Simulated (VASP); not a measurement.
# Br (Fd-3m) in VASP: relaxation of cell and atoms with PBE

Aim: the relaxation of cell and atoms of Br with PBE.

Everything below comes from runs of VASP 6.6.1. Logs are shortened: lines on timing, memory, paths and dates and some standing lists are left out, and cuts for length are marked.

## Step 1: The cell of the first run

It takes space group Fd-3m (No. 227, cubic). Conventional cell: a = 7.004 Å, b = 7.004 Å, c = 7.004 Å, α = 90.00°, β = 90.00°, γ = 90.00°. Br (site symmetry -43m) has 4 Br at 3.03 Å within 4.0 Å.

## Step 2: Relaxation of cell and atoms, PBE

INCAR

```
  ALGO = Normal
  EDIFF = 1E-6
  EDIFFG = -0.01
  ENCUT = 600
  GGA = PE
  IBRION = 2
  ISIF = 3
  ISMEAR = -1
  LASPH = T
  LCHARG = F
  LREAL = F
  LWAVE = F
  NELM = 60
  NSW = 80
  PREC = Accurate
  SIGMA = 0.05
```

KPOINTS

```
k-points
0
Gamma
  10 10 10
```

POSCAR

```
Br
1.0
    0.0000000000      3.5019060821      3.5019060821
    3.5019060821      0.0000000000      3.5019060821
    3.5019060821      3.5019060821      0.0000000000
Br
2
Direct
    0.0000000000      0.0000000000      0.0000000000
    0.2500000000      0.2500000000      0.2500000000
```

Potentials or basis: VASP PAW PBE potentials, release 64 (Br).

Started as:

```bash
cat potpaw_PBE.64/Br/POTCAR > POTCAR
mpirun -np 1 vasp_std > vasp.out
```

OUTCAR:

```text
EDIFF = 1E-6
   EDIFFG = -0.01
   ENCUT = 600
   GGA = PE
   IBRION = 2
   ISIF = 3
   ISMEAR = -1
   LASPH = T
   LREAL = F
   NELM = 60
   NSW = 80
   PREC = Accurate

 ion  position               nearest neighbor table
   1  0.000  0.000  0.000-
   2  0.250  0.250  0.250-

  LATTYP: Found a face centered cubic cell.
 ALAT       =     7.0038121642

  Lattice vectors:

 A1 = (   0.0000000000,   3.5019060821,   3.5019060821)
 A2 = (   3.5019060821,   0.0000000000,   3.5019060821)
 A3 = (   3.5019060821,   3.5019060821,   0.0000000000)

Analysis of symmetry for initial positions (statically):
=====================================================================
 Subroutine PRICEL returns:
 Original cell was already a primitive cell.

 Routine SETGRP: Setting up the symmetry group for a
 face centered cubic supercell.

 Subroutine GETGRP returns: Found 48 space group operations
 (whereof 24 operations were pure point group operations)
 out of a pool of 48 trial point group operations.

The static configuration has the point symmetry T_d .
 The point group associated with its full space group is O_h .

Analysis of symmetry for dynamics (positions and initial velocities):
=====================================================================
 Subroutine PRICEL returns:
 Original cell was already a primitive cell.

 Routine SETGRP: Setting up the symmetry group for a
 face centered cubic supercell.

 Subroutine GETGRP returns: Found 48 space group operations
 (whereof 24 operations were pure point group operations)
 out of a pool of 48 trial point group operations.

The dynamic configuration has the point symmetry T_d .
 The point group associated with its full space group is O_h .

 Subroutine INISYM returns: Found 48 space group operations
 (whereof 24 operations are pure point group operations),
 and found     1 'primitive' translations

----------------------------------------------------------------------------------------

                                     Primitive cell

  volume of cell :      85.8902

  direct lattice vectors                    reciprocal lattice vectors
     0.000000000  3.501906082  3.501906082    -0.142779386  0.142779386  0.142779386
     3.501906082  0.000000000  3.501906082     0.142779386 -0.142779386  0.142779386
     3.501906082  3.501906082  0.000000000     0.142779386  0.142779386 -0.142779386

  length of vectors
     4.952443075  4.952443075  4.952443075     0.247301151  0.247301151  0.247301151

  position of ions in fractional coordinates (direct lattice)
     0.000000000  0.000000000  0.000000000
     0.250000000  0.250000000  0.250000000

  ion indices of the primitive-cell ions
   primitive index   ion index
                 1           1
                 2           2

----------------------------------------------------------------------------------------

 KPOINTS: k-points

Automatic generation of k-mesh.
 Grid dimensions read from file:
 generate k-points for:   10   10   10

 Generating k-lattice:

  Cartesian coordinates                     Fractional coordinates (reciprocal lattice)
    -0.014277939  0.014277939  0.014277939     0.100000000  0.000000000  0.000000000
     0.014277939 -0.014277939  0.014277939     0.000000000  0.100000000  0.000000000
     0.014277939  0.014277939 -0.014277939     0.000000000  0.000000000  0.100000000

  Length of vectors
     0.024730115  0.024730115  0.024730115

  Shift w.r.t. Gamma in fractional coordinates (k-lattice)
     0.000000000  0.000000000  0.000000000

 Subroutine IBZKPT returns following result:
 ===========================================

 Found     47 irreducible k-points:

 Following reciprocal coordinates:
            Coordinates               Weight
  0.000000  0.000000  0.000000      1.000000
  0.100000  0.000000  0.000000      8.000000
  0.200000  0.000000  0.000000      8.000000
  0.300000  0.000000  0.000000      8.000000
  0.400000  0.000000  0.000000      8.000000
  0.500000  0.000000  0.000000      4.000000
[... 16 lines left out ...]
  0.300000  0.300000  0.000000      6.000000
  0.400000  0.300000  0.000000     24.000000
 [... further k-points ...]
   k-points           NKPTS =     47   k-points in BZ     NKDIM =     47   number of bands    NBANDS=     11
   number of dos      NEDOS =    301   number of ions     NIONS =      2
   total plane-waves  NPLWV =  64000
   dimension x,y,z NGX =    40 NGY =   40 NGZ =   40
   dimension x,y,z NGXF=    80 NGYF=   80 NGZF=   80
   ions per type =               2
   NGX,Y,Z   is equivalent  to a cutoff of  13.43, 13.43, 13.43 a.u.
   NGXF,Y,Z  is equivalent  to a cutoff of  26.85, 26.85, 26.85 a.u.
 SYSTEM =  unknown system
   PREC   = accura    normal or accurate (medium, high low for compatibility)
   ISTART =      0    job   : 0-new  1-cont  2-samecut
   ICHARG =      2    charge: 1-file 2-atom 10-const
   ISPIN  =      1    spin polarized calculation?
   LNONCOLLINEAR =      F non collinear calculations
   LSORBIT =      F    spin-orbit coupling
   LASPH  =      T    aspherical Exc in radial PAW
   ENCUT  =  600.0 eV  44.10 Ry    6.64 a.u.   9.89  9.89  9.89*2*pi/ulx,y,z
   NELM   =     60;   NELMIN=  2; NELMDL= -5     # of ELM steps
   EDIFF  = 0.1E-05   stopping-criterion for ELM
   LREAL  =      F    real-space projection
   EDIFFG = -.1E-01   stopping-criterion for IOM
   NSW    =     80    number of steps for IOM
   IBRION =      2    ionic relax: 0-MD 1-quasi-New 2-CG
   NFREE  =      1    steps in history (QN), initial steepest desc. (CG)
   ISIF   =      3    stress and relaxation
   ISYM   =      2    0-nonsym 1-usesym 2-fastsym
   POTIM  = 0.5000    time-step for ionic-motion
   TEBEG  =    0.0;   TEEND  =   0.0 temperature during run
   PSTRESS=    0.0 pullay stress
   NELECT =      14.0000    total number of electrons
   NUPDOWN=      -1.0000    fix difference up-down
   EMIN   =  10.00;   EMAX   =-10.00  energy-range for DOS
   EFERMI =   0.00;   METHOD = LEGACY
   ISMEAR =    -1;   SIGMA  =   0.05  broadening in eV -4-tet -1-fermi 0-gaus
   EFERMI_NEDOS =   21; number of points for ismear=-14 and -15
   IALGO  =     38    algorithm
   IMIX   =      4    mixing-type and parameters
     AMIX     =   0.40;   BMIX     =  1.00
     AMIX_MAG =   1.60;   BMIX_MAG =  1.00
  volume/ion in A,a.u.               =      42.95       289.81
  Fermi-wavevector in a.u.,A,eV,Ry     =   0.894272  1.689929 10.880886  0.799723
  Thomas-Fermi vector in A             =   2.016456
   LORBIT       =      0    0 simple, 1 ext, 2 COOP (PROOUT), +10 PAW based schemes
   GGA     = PE    functional components
   LHFCALC =     F    Hartree Fock is set to
   AEXX    =    0.0000 exact exchange contribution
   IVDW    =     0    specifies the selected vdW correction
   LEPSILON=     F    determine dielectric tensor
   LRPA    =     F    only Hartree local field effects (RPA)
 conjugate gradient relaxation of ions
 non-spin polarized calculation
  energy-cutoff  :      600.00
  volume of cell :       85.89
 maximum number of plane-waves:      2884
   NGX = 19   NGY = 19   NGZ = 19

 number of electron      13.9999997 magnetization

 Free energy of the ion-electron system (eV)
  ---------------------------------------------------
  ext. energy  EPLUGINS =         0.00000000
  ---------------------------------------------------
  free energy    TOTEN  =        -2.02592884 eV

  energy without entropy =       -1.98389691  energy(sigma->0) =       -2.00491287

 E-fermi :  -1.3188     XC(G=0):  -6.7810

 val. band max:       -1.3335096388   @ k =   0.5000   0.1000   0.0000
 cond. band min:      -1.3121650715   @ k =   0.4000   0.2000   0.0000
 fundamental gap:      0.0213445673
 Fermi energy:        -1.3188136091

 k-point     1 :       0.0000    0.0000    0.0000
  band No.  band energies     occupation
      1     -16.3348      2.00000
      2     -14.3724      2.00000
      3      -3.9868      2.00000
      4      -3.9868      2.00000
      5      -3.9868      2.00000
      6      -2.1728      2.00000
      7      -2.1728      2.00000
      8      -2.1728      2.00000
      9       3.9142      0.00000
     10       7.8026      0.00000
     11       7.8026      0.00000

 k-point     2 :       0.1000    0.0000    0.0000
  band No.  band energies     occupation
      1     -16.3040      2.00000
      2     -14.4158      2.00000
      3      -4.0324      2.00000
      4      -4.0324      2.00000
      5      -4.0260      2.00000
      6      -2.1330      2.00000
      7      -2.1110      2.00000
      8      -2.1110      2.00000
      9       4.1139      0.00000
     10       7.6104      0.00000
     11       7.6104      0.00000

 k-point     3 :       0.2000    0.0000    0.0000
  band No.  band energies     occupation
      1     -16.2165      2.00000
      2     -14.5362      2.00000
      3      -4.1396      2.00000
      4      -4.1396      2.00000
      5      -4.1368      2.00000
      6      -1.9999      2.00000
      7      -1.9623      1.99999
      8      -1.9623      1.99999
      9       4.6308      0.00000
     10       7.3780      0.00000
     11       7.3780      0.00000

 k-point     4 :       0.3000    0.0000    0.0000
  band No.  band energies     occupation
      1     -16.0886      2.00000
      2     -14.7038      2.00000
      3      -4.2818      2.00000
      4      -4.2543      2.00000
      5      -4.2543      2.00000
      6      -1.7981      1.99986
      7      -1.7981      1.99986
      8      -1.7881      1.99983
      9       5.2611      0.00000
     10       7.3340      0.00000
     11       7.3340      0.00000

 k-point     5 :       0.4000    0.0000    0.0000
  band No.  band energies     occupation
      1     -15.9584      2.00000
      2     -14.8656      2.00000
      3      -4.4003      2.00000
      4      -4.3367      2.00000
      5      -4.3367      2.00000
      6      -1.6774      1.99846
      7      -1.6774      1.99846
      8      -1.5838      1.99007
      9       5.8324      0.00000
     10       7.1437      0.00000
     11       7.4684      0.00000
[... 211 lines left out ...]
 k-point    21 :      -0.3000    0.2000    0.0000
  band No.  band energies     occupation
      1     -15.8998      2.00000
      2     -14.9353      2.00000
      3      -4.8045      2.00000
      4      -4.3718      2.00000
      5      -3.8252      2.00000
      6      -2.1050      2.00000
      7      -1.6136      1.99452
      8      -1.2472      0.38576
      9       5.7472      0.00000
     10       6.8847      0.00000
     11       7.0852      0.00000

 k-point    22 :      -0.2000    0.2000    0.0000
  band No.  band energies     occupation
      1     -16.0374      2.00000
      2     -14.7682      2.00000
      3      -4.6422      2.00000
      4      -4.2512      2.00000
      5      -3.9115      2.00000
      6      -2.1036      2.00000
      7      -1.7921      1.99985
      8      -1.4190      1.76253
      9       5.4430      0.00000
     10       6.9371      0.00000
     11       7.1317      0.00000

 k-point    23 :       0.3000    0.3000    0.0000
  band No.  band energies     occupation
      1     -15.9794      2.00000
      2     -14.8397      2.00000
      3      -4.5575      2.00000
      4      -4.5575      2.00000
      5      -3.5578      2.00000
      6      -2.7051      2.00000
      7      -1.3416      1.22396
      8      -1.3416      1.22396
      9       5.7623      0.00000
     10       5.8368      0.00000
     11       8.8141      0.00000

 k-point    24 :       0.4000    0.3000    0.0000
  band No.  band energies     occupation
      1     -15.8503      2.00000
      2     -14.9932      2.00000
      3      -4.6896      2.00000
      4      -4.6317      2.00000
      5      -3.4642      2.00000
      6      -2.7450      2.00000
      7      -1.2157      0.22552
      8      -1.1867      0.13299
      9       5.7578      0.00000
     10       6.0227      0.00000
     11       8.8121      0.00000

 [... further k-points ...]

------------------------ aborting loop because EDIFF is reached ----------------------------------------

  FORCE on cell =-STRESS in cart. coord.  units (eV):
  Direction    XX          YY          ZZ          XY          YZ          ZX
  --------------------------------------------------------------------------------------
  -------------------------------------------------------------------------------------
  Total        0.0057623      0.0057623      0.0057623      0.0000000      0.0000000      0.0000000
  in kB        0.1074884      0.1074884      0.1074884      0.0000000      0.0000000      0.0000000
  external PRESSURE =       0.1074884 kB  Pullay stress =       0.0000000 kB

 VOLUME and BASIS-vectors are now :
 -----------------------------------------------------------------------------
  energy-cutoff  :      600.00
  volume of cell :       85.89
      direct lattice vectors                 reciprocal lattice vectors
     0.000000000  3.501906082  3.501906082    -0.142779386  0.142779386  0.142779386
     3.501906082  0.000000000  3.501906082     0.142779386 -0.142779386  0.142779386
     3.501906082  3.501906082  0.000000000     0.142779386  0.142779386 -0.142779386

 POSITION                                       TOTAL-FORCE (eV/Angst)
 -----------------------------------------------------------------------------------
      0.00000      0.00000      0.00000        -0.000000     -0.000000     -0.000000
      1.75095      1.75095      1.75095         0.000000      0.000000      0.000000
 -----------------------------------------------------------------------------------
    total drift:                               -0.000000     -0.000000      0.000000

  FREE ENERGIE OF THE ION-ELECTRON SYSTEM (eV)
  ---------------------------------------------------
  free  energy   TOTEN  =        -2.0259288420 eV

  energy  without entropy=       -1.9838969078  energy(sigma->0) =       -2.00491287

 reached required accuracy - stopping structural energy minimisation
```

Wall time 24 s (1 thread of Intel Xeon 6975P-C (Granite Rapids), shared host); peak memory 0.24 GiB.

Results:

```yaml
Free_energy: -2.0259 eV
Pressure_after_relaxing: 0.0 GPa
Band_gap_on_the_k_mesh: zero (bands 7 and 8 overlap by 1.20 eV)
```

Final structure:
```xyz
2
Lattice="0.0000 3.5019 3.5019 3.5019 0.0000 3.5019 3.5019 3.5019 0.0000" Properties=species:S:1:pos:R:3 pbc="T T T"
Br    0.0000    0.0000    0.0000
Br    1.7510    1.7510    1.7510
```

Levels at points of the mesh, in eV from the Fermi level:
```tsv
k point	band 3	band 4	band 5	band 6	band 7	band 8	band 9	band 10	band 11
(0.00, 0.00, 0.00)	-2.67	-2.67	-2.67	-0.85	-0.85	-0.85	5.23	9.12	9.12
(0.50, 0.00, 0.00)	-3.13	-3.05	-3.05	-0.31	-0.31	-0.18	7.63	7.83	8.90
(0.50, 0.50, 0.00)	-3.45	-3.45	-1.81	-1.81	0.34	0.34	7.15	7.15	10.63
```

Caveat: the relaxation stopped at its first step, so nothing moved.

The gap in the log of VASP goes by the Fermi energy; the results here count the filled bands.